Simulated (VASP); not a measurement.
Here is a VASP 6.6.1 calculation.

The input INCAR:

```
PREC = Accurate ; ENCUT = 520
EDIFF = 1E-7 ; ISMEAR = 0
SIGMA = 0.005 ; LREAL = False
LASPH = True ; NELM = 150
ALGO = Normal ; ISIF = 2
LWAVE = False ; LCHARG = False
ISPIN = 2 ; MAGMOM = 1 0 0 0
LORBIT = 11 ; GGA = PE
IVDW = 12 ; NBANDS = 24
ISYM = 0
```

The input KPOINTS:

```
Automatic mesh
0
Gamma
  1 1 1
```

The input POSCAR:

```
SiCl3
1.0
   15.0000000000      0.0000000000      0.0000000000
    0.0000000000     15.5000000000      0.0000000000
    0.0000000000      0.0000000000     16.0000000000
Si Cl
1 3
Direct
    0.4997801902      0.5003893677      0.4677774550
    0.6295936005      0.4993408387      0.5099026282
    0.4357999326      0.6086476603      0.5123880056
    0.4348262767      0.3916221332      0.5099319113
```

Potentials or basis: VASP PAW PBE potentials, release 64 (Si, Cl).

The run is started by

```console
$ cat potpaw_PBE.64/Si/POTCAR potpaw_PBE.64/Cl/POTCAR > POTCAR
$ mpirun -np 1 vasp_gam > vasp.out
```

**Question.** Estimate the site moments.

**Answer.** Si +0.27; Cl +0.08 μB.

**Question.** Estimate the dispersion energy per atom.

**Answer.** -0.039 eV.

Forces in eV/Å, atoms in the order of the input:
```
Si  -0.001 -0.001  0.051
Cl  -0.048  0.000 -0.016
Cl   0.024 -0.040 -0.018
Cl   0.025  0.041 -0.017
```
